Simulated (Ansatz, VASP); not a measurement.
Te2Mo in VASP and in Ansatz

```xyz
3
Lattice="3.5371 0.0000 0.0000 -1.7686 3.0632 0.0000 0.0000 0.0000 7.8268" Properties=species:S:1:pos:R:3 pbc="T T T"
Te    0.0000    2.0422    6.0307
Te    0.0000    2.0422    1.7961
Mo    0.0000    0.0000    0.0000
```

Alike in both runs: task single point; functional PBE-based screened hybrid with a share of 0.05 of exact exchange and HFSCREEN = 0.5; k mesh 6 × 6 × 2; no spin polarisation.

```csv
,VASP,Ansatz
version,VASP 6.6.1,Ansatz 0.2.0
potentials or method,"VASP PAW PBE potentials, release 64 (Te, Mo_sv)",plane waves
plane-wave cutoff (eV),520,420
occupations,"gaussian, width 0.01 eV",fixed
valence electrons in the cell,26,46
```

```tsv
	VASP	Ansatz	Ansatz less VASP
gap on the k mesh at the Fermi level (eV)	1.08	1.08	+0.001
pressure (GPa)	1.4	1.4	-0.02
traceless stress, the component that is largest in VASP (GPa)	0.89	0.82	-0.069
rms of the force components (eV/Å)	0.063	0.057	-0.0053
```

VASP's potentials were made for PBE, not for PBE-based screened hybrid. Atom by atom the forces differ by 0.005 eV/Å (rms over components). VASP's potentials hold 26 valence electrons a cell and Ansatz's 46, so a difference there can come from the potentials and not from the codes. Ansatz's warnings: stress exchange threshold loose, stress scf threshold loose.

Spin-orbit coupling is off throughout.
